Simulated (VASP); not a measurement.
Wanted: the native input for a VASP 6.6.1 run.

```yaml
Task: single point
Functional: PBEsol
Potentials_or_basis: VASP PAW PBE potentials, release 64 (Ru_pv)
Cutoff: 520 eV
k_mesh: 24 × 24 × 14
Occupations: gaussian, width 0.15 eV
Spin: no spin polarisation
Dipole_correction: no
Further_INCAR_settings: ALGO = Fast; EDIFF = 1e-07; NBANDS = 21
```

The structure of Ru lies in POSCAR:

```
Ru
1.0
    2.8240001996      0.0000000000      0.0000000000
   -1.4120000998      2.4456559131      0.0000000000
    0.0000000000      0.0000000000      4.4645169983
Ru
2
Direct
    0.3333333333      0.6666666667      0.2500000000
    0.6666666667      0.3333333333      0.7500000000
```

This cell differs from its parent crystal: strain +0.050 along x and y, +0.050 along z.

These files were run (other wordings do the same):

INCAR

```
SYSTEM = Ru
PREC     = Accurate       ! precision mode
ENCUT    = 520            ! plane-wave cutoff, eV
EDIFF    = 1E-7           ! SCF threshold, eV
ISMEAR   = 0              ! smearing method
SIGMA    = 0.15           ! smearing width, eV
LREAL    = .False.        ! projectors in reciprocal space
LASPH    = .True.         ! aspherical terms in the spheres
NELM     = 100            ! most SCF steps
ALGO     = Fast           ! electronic algorithm
ISIF     = 2              ! what is computed and relaxed
LWAVE    = .False.        ! write WAVECAR
LCHARG   = .False.        ! write CHGCAR
GGA      = PS             ! functional
NBANDS   = 21             ! bands
```

KPOINTS

```
Automatic mesh
0
Gamma
  24 24 14
  0 0 0
```

Potentials or basis: VASP PAW PBE potentials, release 64 (Ru_pv).

Run with:

```console
$ cat potpaw_PBE.64/Ru_pv/POTCAR > POTCAR
$ mpirun -np 1 vasp_std > vasp.out
```

It gave:

```yaml
Pressure: -35.6 GPa
Band_gap_on_the_k_mesh: zero (bands 14 and 15 overlap by 2.60 eV)
```

Caveat: the cell differs from its parent crystal (strain +0.050 along x and y, +0.050 along z); the cell stands under tension; the PAW data sets were made with another functional, which shifts forces and pressure a little.

Wall time 7.7 min on 1 thread of Intel Xeon 8259CL, with other jobs on the host, peak memory 0.35 GiB.
